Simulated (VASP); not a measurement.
# CdS (F-43m) in VASP: settings compared

Aim: see how the results for CdS move with the level of theory and the settings. Levels: PBE-based global hybrid, PBE-based screened hybrid, HSE06. Tasks: single point.

Everything below comes from runs of VASP 6.6.1. Logs are shortened: lines on timing, memory, paths and dates and some standing lists are left out, and cuts for length are marked.

**1. The cell of the first run**

Symmetry: F-43m, No. 216, cubic system. Conventional cell: a = 5.878 Å, b = 5.878 Å, c = 5.878 Å, α = 90.00°, β = 90.00°, γ = 90.00°. Cd (site symmetry -43m) has 4 S at 2.55 Å within 3.4 Å. Within 3.4 Å of S (site symmetry -43m) lie 4 Cd at 2.55 Å.

**2. Single point, PBE-based global hybrid**

POSCAR reads:

```
CdS
1.0
    0.0000000000      2.9392148416      2.9392148416
    2.9392148416      0.0000000000      2.9392148416
    2.9392148416      2.9392148416      0.0000000000
Cd S
1 1
Direct
    0.0000000000      0.0000000000      0.0000000000
    0.2500000000      0.2500000000      0.2500000000
```

INCAR.step1 reads:

```
SYSTEM = CdS
PREC     = Accurate       ! precision mode
ENCUT    = 520            ! plane-wave cutoff, eV
EDIFF    = 1E-5           ! SCF threshold, eV
ISMEAR   = 0              ! smearing method
SIGMA    = 0.01           ! smearing width, eV
LREAL    = .FALSE.        ! projectors in reciprocal space
LASPH    = .TRUE.         ! aspherical terms in the spheres
NELM     = 100            ! most SCF steps
ALGO     = Normal         ! electronic algorithm
ISIF     = 2              ! what is computed and relaxed
LWAVE    = .TRUE.         ! write WAVECAR
LCHARG   = .FALSE.        ! write CHGCAR
GGA      = PE             ! functional
NBANDS   = 16             ! bands
```

INCAR.step2 reads:

```
SYSTEM = CdS
PREC     = Accurate       ! precision mode
ENCUT    = 520            ! plane-wave cutoff, eV
EDIFF    = 1E-6           ! SCF threshold, eV
ISMEAR   = 0              ! smearing method
SIGMA    = 0.01           ! smearing width, eV
LREAL    = .FALSE.        ! projectors in reciprocal space
LASPH    = .TRUE.         ! aspherical terms in the spheres
NELM     = 100            ! most SCF steps
ALGO     = Normal         ! electronic algorithm
ISIF     = 2              ! what is computed and relaxed
LWAVE    = .FALSE.        ! write WAVECAR
LCHARG   = .FALSE.        ! write CHGCAR
GGA      = PE             ! functional
LHFCALC  = .TRUE.         ! exact exchange
AEXX     = 0.75           ! exact-exchange fraction
PRECFOCK = Normal       
ISTART   = 1            
NBANDS   = 16             ! bands
```

KPOINTS reads:

```
regular mesh
0
G
  4 4 4
  0 0 0
```

Potentials or basis: VASP PAW PBE potentials, release 64 (Cd, S).

Launch:

```console
$ cat potpaw_PBE.64/Cd/POTCAR potpaw_PBE.64/S/POTCAR > POTCAR
$ cp INCAR.step1 INCAR
$ mpirun -np 1 vasp_std > vasp.out
$ cp INCAR.step2 INCAR
$ mpirun -np 1 vasp_std > vasp.out
```

OUTCAR:

```text
SYSTEM = CdS
   PREC = Accurate
   ENCUT = 520
   EDIFF = 1E-6
   ISMEAR = 0
   LREAL = .FALSE.
   LASPH = .TRUE.
   NELM = 100
   ISIF = 2
   GGA = PE
   LHFCALC = .TRUE.
   AEXX = 0.75
   PRECFOCK = Normal
   ISTART = 1

 ion  position               nearest neighbor table
   1  0.000  0.000  0.000-   2 2.55   2 2.55   2 2.55   2 2.55
   2  0.250  0.250  0.250-   1 2.55   1 2.55   1 2.55   1 2.55

  LATTYP: Found a face centered cubic cell.
 ALAT       =     5.8784296832

  Lattice vectors:

 A1 = (   0.0000000000,   2.9392148416,   2.9392148416)
 A2 = (   2.9392148416,   0.0000000000,   2.9392148416)
 A3 = (   2.9392148416,   2.9392148416,   0.0000000000)

Analysis of symmetry for initial positions (statically):
=====================================================================
 Subroutine PRICEL returns:
 Original cell was already a primitive cell.

 Routine SETGRP: Setting up the symmetry group for a
 face centered cubic supercell.

 Subroutine GETGRP returns: Found 24 space group operations
 (whereof 24 operations were pure point group operations)
 out of a pool of 48 trial point group operations.

The static configuration has the point symmetry T_d .

Analysis of symmetry for dynamics (positions and initial velocities):
=====================================================================
 Subroutine PRICEL returns:
 Original cell was already a primitive cell.

 Routine SETGRP: Setting up the symmetry group for a
 face centered cubic supercell.

 Subroutine GETGRP returns: Found 24 space group operations
 (whereof 24 operations were pure point group operations)
 out of a pool of 48 trial point group operations.

The dynamic configuration has the point symmetry T_d .

 Subroutine INISYM returns: Found 24 space group operations
 (whereof 24 operations are pure point group operations),
 and found     1 'primitive' translations

----------------------------------------------------------------------------------------

                                     Primitive cell

  volume of cell :      50.7837

  direct lattice vectors                    reciprocal lattice vectors
     0.000000000  2.939214842  2.939214842    -0.170113458  0.170113458  0.170113458
     2.939214842  0.000000000  2.939214842     0.170113458 -0.170113458  0.170113458
     2.939214842  2.939214842  0.000000000     0.170113458  0.170113458 -0.170113458

  length of vectors
     4.156677492  4.156677492  4.156677492     0.294645152  0.294645152  0.294645152

  position of ions in fractional coordinates (direct lattice)
     0.000000000  0.000000000  0.000000000
     0.250000000  0.250000000  0.250000000

  ion indices of the primitive-cell ions
   primitive index   ion index
                 1           1
                 2           2

----------------------------------------------------------------------------------------

 KPOINTS: regular mesh

Automatic generation of k-mesh.
 Grid dimensions read from file:
 generate k-points for:    4    4    4

 Generating k-lattice:

  Cartesian coordinates                     Fractional coordinates (reciprocal lattice)
    -0.042528364  0.042528364  0.042528364     0.250000000  0.000000000  0.000000000
     0.042528364 -0.042528364  0.042528364     0.000000000  0.250000000  0.000000000
     0.042528364  0.042528364 -0.042528364     0.000000000  0.000000000  0.250000000

  Length of vectors
     0.073661288  0.073661288  0.073661288

  Shift w.r.t. Gamma in fractional coordinates (k-lattice)
     0.000000000  0.000000000  0.000000000

 Subroutine IBZKPT returns following result:
 ===========================================

 Found      8 irreducible k-points:

 Following reciprocal coordinates:
            Coordinates               Weight
  0.000000  0.000000  0.000000      1.000000
  0.250000  0.000000  0.000000      8.000000
  0.500000  0.000000  0.000000      4.000000
  0.250000  0.250000  0.000000      6.000000
  0.500000  0.250000  0.000000     24.000000
 -0.250000  0.250000  0.000000     12.000000
  0.500000  0.500000  0.000000      3.000000
 -0.250000  0.500000  0.250000      6.000000
   k-points           NKPTS =      8   k-points in BZ     NKDIM =     64   number of bands    NBANDS=     16
   number of dos      NEDOS =    301   number of ions     NIONS =      2
   total plane-waves  NPLWV =  32768
   dimension x,y,z NGX =    32 NGY =   32 NGZ =   32
   dimension x,y,z NGXF=    64 NGYF=   64 NGZF=   64
   ions per type =               1   1
   NGX,Y,Z   is equivalent  to a cutoff of  12.80, 12.80, 12.80 a.u.
   NGXF,Y,Z  is equivalent  to a cutoff of  25.60, 25.60, 25.60 a.u.
 SYSTEM =  CdS
   PREC   = accura    normal or accurate (medium, high low for compatibility)
   ISTART =      1    job   : 0-new  1-cont  2-samecut
   ICHARG =      0    charge: 1-file 2-atom 10-const
   ISPIN  =      1    spin polarized calculation?
   LNONCOLLINEAR =      F non collinear calculations
   LSORBIT =      F    spin-orbit coupling
[... 41 lines left out ...]
   LRPA    =     F    only Hartree local field effects (RPA)
 non-spin polarized calculation
 Gauss-broadening in eV      SIGMA  =   0.01
  energy-cutoff  :      520.00
  volume of cell :       50.78
 maximum number of plane-waves:      1384
 NGX is ok and might be reduce to    32
  NGX = 24; NGY = 24; NGZ = 24

 number of electron      18.0000005 magnetization

 Free energy of the ion-electron system (eV)
  ---------------------------------------------------
  ext. energy  EPLUGINS =         0.00000000
  ---------------------------------------------------
  free energy    TOTEN  =       -12.69682922 eV

  energy without entropy =      -12.69682922  energy(sigma->0) =      -12.69682922

 E-fermi :  -2.0260     XC(G=0):  -3.3434

 val. band max:       -2.1592425777   @ k =   0.0000   0.0000   0.0000
 cond. band min:       4.4385207178   @ k =   0.0000   0.0000   0.0000
 fundamental gap:      6.5977632955
 Fermi energy:        -2.0260465661

 k-point     1 :       0.0000    0.0000    0.0000
  band No.  band energies     occupation
      1     -17.9293      2.00000
      2     -13.2162      2.00000
      3     -13.2162      2.00000
      4     -13.2162      2.00000
      5     -12.7435      2.00000
      6     -12.7435      2.00000
[... 8 lines left out ...]
     15      15.6357      0.00000
     16      15.6357      0.00000

 k-point     2 :       0.2500    0.0000    0.0000
  band No.  band energies     occupation
      1     -17.6864      2.00000
      2     -13.1490      2.00000
      3     -13.1490      2.00000
      4     -12.8979      2.00000
      5     -12.7419      2.00000
      6     -12.7419      2.00000
[... 8 lines left out ...]
     15      14.5143      0.00000
     16      14.8572      0.00000

 k-point     3 :       0.5000    0.0000    0.0000
  band No.  band energies     occupation
      1     -17.4539      2.00000
      2     -13.0987      2.00000
      3     -13.0987      2.00000
      4     -12.7190      2.00000
      5     -12.7190      2.00000
      6     -12.2796      2.00000
[... 8 lines left out ...]
     15      17.0447      0.00000
     16      17.0447      0.00000

 k-point     4 :       0.2500    0.2500    0.0000
  band No.  band energies     occupation
      1     -17.6089      2.00000
      2     -13.0691      2.00000
      3     -13.0691      2.00000
      4     -12.9575      2.00000
      5     -12.7310      2.00000
      6     -12.7095      2.00000
[... 8 lines left out ...]
     15      16.1537      0.00000
     16      18.6369      0.00000

 k-point     5 :       0.5000    0.2500    0.0000
  band No.  band energies     occupation
      1     -17.3844      2.00000
      2     -13.0379      2.00000
      3     -12.9966      2.00000
      4     -12.8203      2.00000
      5     -12.7049      2.00000
      6     -12.2140      2.00000
[... 8 lines left out ...]
     15      17.2390      0.00000
     16      18.1678      0.00000

 k-point     6 :      -0.2500    0.2500    0.0000
  band No.  band energies     occupation
      1     -17.4571      2.00000
      2     -13.0661      2.00000
      3     -13.0636      2.00000
      4     -12.7571      2.00000
      5     -12.7560      2.00000
      6     -12.3836      2.00000
[... 8 lines left out ...]
     15      16.6383      0.00000
     16      18.0150      0.00000

 k-point     7 :       0.5000    0.5000    0.0000
  band No.  band energies     occupation
      1     -17.3128      2.00000
      2     -12.9429      2.00000
      3     -12.9015      2.00000
      4     -12.9015      2.00000
      5     -12.6749      2.00000
      6     -12.1541      2.00000
[... 8 lines left out ...]
     15      16.8765      0.00000
     16      18.0321      0.00000

 k-point     8 :      -0.2500    0.5000    0.2500
  band No.  band energies     occupation
      1     -17.3158      2.00000
      2     -12.9905      2.00000
      3     -12.9717      2.00000
      4     -12.7948      2.00000
      5     -12.7353      2.00000
      6     -11.9943      2.00000
[... 8 lines left out ...]
     15      17.2692      0.00000
     16      18.0765      0.00000

------------------------ aborting loop because EDIFF is reached ----------------------------------------

  FORCE on cell =-STRESS in cart. coord.  units (eV):
  Direction    XX          YY          ZZ          XY          YZ          ZX
  --------------------------------------------------------------------------------------
  -------------------------------------------------------------------------------------
  Total       -0.5976507     -0.5976507     -0.5976507     -0.0000000      0.0000000      0.0000000
  in kB      -18.8553239    -18.8553239    -18.8553239     -0.0000000      0.0000000      0.0000000
  external PRESSURE =     -18.8553239 kB  Pullay stress =       0.0000000 kB

 VOLUME and BASIS-vectors are now :
 -----------------------------------------------------------------------------
  energy-cutoff  :      520.00
  volume of cell :       50.78
      direct lattice vectors                 reciprocal lattice vectors
     0.000000000  2.939214842  2.939214842    -0.170113458  0.170113458  0.170113458
     2.939214842  0.000000000  2.939214842     0.170113458 -0.170113458  0.170113458
     2.939214842  2.939214842  0.000000000     0.170113458  0.170113458 -0.170113458

 POSITION                                       TOTAL-FORCE (eV/Angst)
 -----------------------------------------------------------------------------------
      0.00000      0.00000      0.00000         0.000000      0.000000      0.000000
      1.46961      1.46961      1.46961        -0.000000     -0.000000     -0.000000
 -----------------------------------------------------------------------------------
    total drift:                                0.000059      0.000075      0.000042

  FREE ENERGIE OF THE ION-ELECTRON SYSTEM (eV)
  ---------------------------------------------------
  free  energy   TOTEN  =       -12.6968292183 eV

  energy  without entropy=      -12.6968292183  energy(sigma->0) =      -12.69682922
```

Run time: 5 min. Hardware: 1 thread of Intel Xeon Platinum 8488C (Sapphire Rapids), shared host; peak memory 0.18 GiB.

Results:

```yaml
Free_energy: -12.6968 eV
Pressure: -1.9 GPa
Band_gap_on_the_k_mesh: 6.60 eV, direct
```

Levels at points of the mesh, in eV from the valence-band top:
| k point | band 7 | band 8 | band 9 | band 10 | band 11 | band 12 |
| --- | --- | --- | --- | --- | --- | --- |
| (0.00, 0.00, 0.00) | 0.00 | 0.00 | 0.00 | 6.60 | 12.47 | 12.47 |
| (0.50, 0.00, 0.00) | -5.10 | -0.86 | -0.86 | 8.70 | 12.83 | 12.83 |
| (0.50, 0.50, 0.00) | -4.60 | -2.17 | -2.17 | 8.61 | 10.08 | 15.47 |

Caveat: the k points lie up to 0.46 Å⁻¹ apart; the PAW data sets were made with another functional, which shifts forces and pressure a little.

**3. Single point, PBE-based screened hybrid**

POSCAR is that of step 2.

INCAR.step1 reads:

```
PREC = Accurate ; ENCUT = 520
EDIFF = 1E-5 ; ISMEAR = 0
SIGMA = 0.01 ; LREAL = F
LASPH = T ; NELM = 60
ALGO = Normal ; ISIF = 2
LWAVE = T ; LCHARG = F
GGA = PE ; NBANDS = 16
```

INCAR.step2 reads:

```
PREC = Accurate ; ENCUT = 520
EDIFF = 1E-6 ; ISMEAR = 0
SIGMA = 0.01 ; LREAL = F
LASPH = T ; NELM = 60
ALGO = Normal ; ISIF = 2
LWAVE = F ; LCHARG = F
GGA = PE ; LHFCALC = T
AEXX = 0.5 ; HFSCREEN = 0.5
PRECFOCK = Normal ; ISTART = 1
NBANDS = 16
```

KPOINTS reads:

```
regular mesh
0
Gamma
  4 4 4
```

Potentials or basis: VASP PAW PBE potentials, release 64 (Cd, S).

Launch:

```console
$ cat potpaw_PBE.64/Cd/POTCAR potpaw_PBE.64/S/POTCAR > POTCAR
$ cp INCAR.step1 INCAR
$ mpirun -np 1 vasp_std > vasp.out
$ cp INCAR.step2 INCAR
$ mpirun -np 1 vasp_std > vasp.out
```

Wall time 4.8 min (1 thread of Intel Xeon Platinum 8488C (Sapphire Rapids), shared host); peak memory 0.28 GiB.

The run converged. Its results:

```
Free energy            : -7.9055 eV
Pressure               : 0.6 GPa
Band gap on the k mesh : 2.18 eV, direct
```

Levels at points of the mesh, in eV from the valence-band top:
| k point | band 6 | band 7 | band 8 | band 9 | band 10 | band 11 | band 12 | band 13 |
| --- | --- | --- | --- | --- | --- | --- | --- | --- |
| (0.00, 0.00, 0.00) | -9.02 | 0.00 | 0.00 | 0.00 | 2.18 | 7.75 | 7.75 | 7.75 |
| (0.50, 0.00, 0.00) | -8.59 | -4.44 | -0.76 | -0.76 | 4.13 | 8.16 | 8.16 | 8.61 |
| (0.50, 0.50, 0.00) | -8.49 | -4.04 | -1.89 | -1.89 | 4.45 | 5.48 | 10.50 | 12.27 |

Caveat: the k points lie up to 0.46 Å⁻¹ apart; the PAW data sets were made with another functional, which shifts forces and pressure a little.

**4. Single point, PBE-based screened hybrid**

POSCAR is that of step 3.

INCAR.step1 reads:

```
SYSTEM = CdS
PREC = Accurate ; ENCUT = 520
EDIFF = 1E-5 ; ISMEAR = 0
SIGMA = 0.01 ; LREAL = .False.
LASPH = .True. ; NELM = 80
ALGO = Normal ; ISIF = 2
LWAVE = .True. ; NBANDS = 16
GGA = PE
```

INCAR.step2 reads:

```
SYSTEM = CdS
PREC = Accurate ; ENCUT = 520
EDIFF = 1E-6 ; ISMEAR = 0
SIGMA = 0.01 ; LREAL = .False.
LASPH = .True. ; NELM = 80
ALGO = Normal ; ISIF = 2
LWAVE = .False. ; LCHARG = .True.
GGA = PE ; LHFCALC = .True.
AEXX = 0.05 ; HFSCREEN = 0.3
PRECFOCK = Normal ; LELF = .True.
LVHAR = .True. ; NBANDS = 16
ISTART = 1
```

KPOINTS reads:

```
regular mesh
0
Gamma
  4 4 4
  0 0 0
```

Launch:

```console
$ cat potpaw_PBE.64/Cd/POTCAR potpaw_PBE.64/S/POTCAR > POTCAR
$ cp INCAR.step1 INCAR
$ mpirun -np 1 vasp_std > vasp.out
$ cp INCAR.step2 INCAR
$ mpirun -np 1 vasp_std > vasp.out
```

It took 3.5 min on 1 thread of Intel Xeon Platinum 8488C (Sapphire Rapids), shared host; peak memory 0.28 GiB.

The run converged. Its results:

| Property | Result |
| --- | --- |
| Free energy | -6.3515 eV |
| Pressure | 1.6 GPa |
| Band gap on the k mesh | 1.25 eV, direct |

Levels at points of the mesh, in eV from the valence-band top:
| k point | band 6 | band 7 | band 8 | band 9 | band 10 | band 11 | band 12 | band 13 |
| --- | --- | --- | --- | --- | --- | --- | --- | --- |
| (0.00, 0.00, 0.00) | -7.43 | 0.00 | 0.00 | 0.00 | 1.25 | 6.72 | 6.72 | 6.72 |
| (0.50, 0.00, 0.00) | -7.06 | -4.32 | -0.73 | -0.73 | 3.14 | 7.18 | 7.18 | 7.59 |
| (0.50, 0.50, 0.00) | -7.00 | -3.90 | -1.82 | -1.82 | 3.71 | 4.49 | 9.34 | 10.88 |

Caveat: the k points lie up to 0.46 Å⁻¹ apart; the PAW data sets were made with another functional, which shifts forces and pressure a little.

**5. Single point, HSE06**

POSCAR is that of step 4.

INCAR.step1 reads:

```
PREC     = Accurate       # precision mode
ENCUT    = 520            # plane-wave cutoff, eV
EDIFF    = 1E-5           # SCF threshold, eV
ISMEAR   = 0              # smearing method
SIGMA    = 0.01           # smearing width, eV
LREAL    = False          # projectors in reciprocal space
LASPH    = True           # aspherical terms in the spheres
NELM     = 80             # most SCF steps
ALGO     = Normal         # electronic algorithm
ISIF     = 2              # what is computed and relaxed
LWAVE    = True           # write WAVECAR
LCHARG   = False          # write CHGCAR
NBANDS   = 16             # bands
GGA      = PE             # functional
```

INCAR.step2 reads:

```
PREC     = Accurate       # precision mode
ENCUT    = 520            # plane-wave cutoff, eV
EDIFF    = 1E-6           # SCF threshold, eV
ISMEAR   = 0              # smearing method
SIGMA    = 0.01           # smearing width, eV
LREAL    = False          # projectors in reciprocal space
LASPH    = True           # aspherical terms in the spheres
NELM     = 80             # most SCF steps
ALGO     = Normal         # electronic algorithm
ISIF     = 2              # what is computed and relaxed
LWAVE    = False          # write WAVECAR
LCHARG   = False          # write CHGCAR
GGA      = PE             # functional
LHFCALC  = True           # exact exchange
HFSCREEN = 0.2079         # screening, 1/A
PRECFOCK = Normal       
NBANDS   = 16             # bands
ISTART   = 1
```

KPOINTS reads:

```
regular mesh
0
Gamma
  4 4 4
```

Launch:

```console
$ cat potpaw_PBE.64/Cd/POTCAR potpaw_PBE.64/S/POTCAR > POTCAR
$ cp INCAR.step1 INCAR
$ mpirun -np 1 vasp_std > vasp.out
$ cp INCAR.step2 INCAR
$ mpirun -np 1 vasp_std > vasp.out
```

Run time: 5.9 min. Hardware: 1 thread of Intel Xeon Platinum 8488C (Sapphire Rapids), shared host; peak memory 0.28 GiB.

It converged, with:

```
Free energy            : -7.5970 eV
Pressure               : 0.6 GPa
Band gap on the k mesh : 2.12 eV, direct
```

Levels at points of the mesh, in eV from the valence-band top:
```csv
k point,band 6,band 7,band 8,band 9,band 10,band 11,band 12,band 13
"(0.00, 0.00, 0.00)",-8.34,0.00,0.00,0.00,2.12,7.70,7.70,7.70
"(0.50, 0.00, 0.00)",-7.94,-4.54,-0.77,-0.77,4.07,8.14,8.14,8.61
"(0.50, 0.50, 0.00)",-7.86,-4.11,-1.93,-1.93,4.48,5.44,10.44,12.13
```

Caveat: the k points lie up to 0.46 Å⁻¹ apart; the PAW data sets were made with another functional, which shifts forces and pressure a little.

**6. Overview**

```tsv
level	share of exact exchange	screening parameter	gap on the mesh (eV)	pressure (GPa)
PBE-based global hybrid	0.75	-	6.60	-1.9
PBE-based screened hybrid	0.5	0.5 1/Å	2.18	0.6
PBE-based screened hybrid	0.05	0.3 1/Å	1.25	1.6
HSE06	-	0.2079 1/Å	2.12	0.6
```

Alike in all rows: task single point; potentials or basis VASP PAW PBE potentials, release 64 (Cd, S); no spin polarisation; cell as given; k mesh 4 × 4 × 4; cutoff (eV) 520; smearing gaussian 0.01 eV.

Caveats: all runs use coarse meshes; the PAW data sets were made with another functional, which shifts forces and pressure a little.

Absolute energies hang on the potentials; compare differences alone.
